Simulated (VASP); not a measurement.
The system is PbS.

```
CELL_PARAMETERS angstrom
0.00000 3.00385 3.00385
3.00385 0.00000 3.00385
3.00385 3.00385 0.00000
ATOMIC_POSITIONS crystal
Pb 0.00000 0.00000 0.00000
S 0.50000 0.50000 0.50000
```

```yaml
Program: VASP 6.6.1
Task: relaxation of cell and atoms
Functional: PBEsol
Potentials_or_basis: VASP PAW PBE potentials, release 64 (Pb_d, S)
Cutoff: 600 eV
k_mesh: 6 × 6 × 6
Occupations: fermi-dirac, width 0.02 eV
Spin: no spin polarisation
```

At the start: pressure -2.8 GPa; volume 27.10 Å³/atom.

Problem. How do energy, volume and symmetry change on relaxing?

Solution. Over 3 steps the energy falls by 13.0 meV/atom and the volume is 25.70 Å³/atom (-5.2 %); space group Fm-3m (No. 225, to 0.05 Å).

The path:
```
step  energy change (eV)  largest force (eV/Å)  pressure (GPa)  volume (Å³)
   1              0.0000                0.0000           -2.85        54.21
   2             -0.0230                0.0000            1.09        50.52
   3             -0.0260                0.0000            0.01        51.41
```

Final structure:
```
Pb S
1.0
     0.00000    2.95116    2.95116
     2.95116    0.00000    2.95116
     2.95116    2.95116    0.00000
Pb S
1 1
Direct
  0.00000 0.00000 0.00000
  0.50000 0.50000 0.50000
```

Caveat: the PAW data sets were made with another functional, which shifts forces and pressure a little.
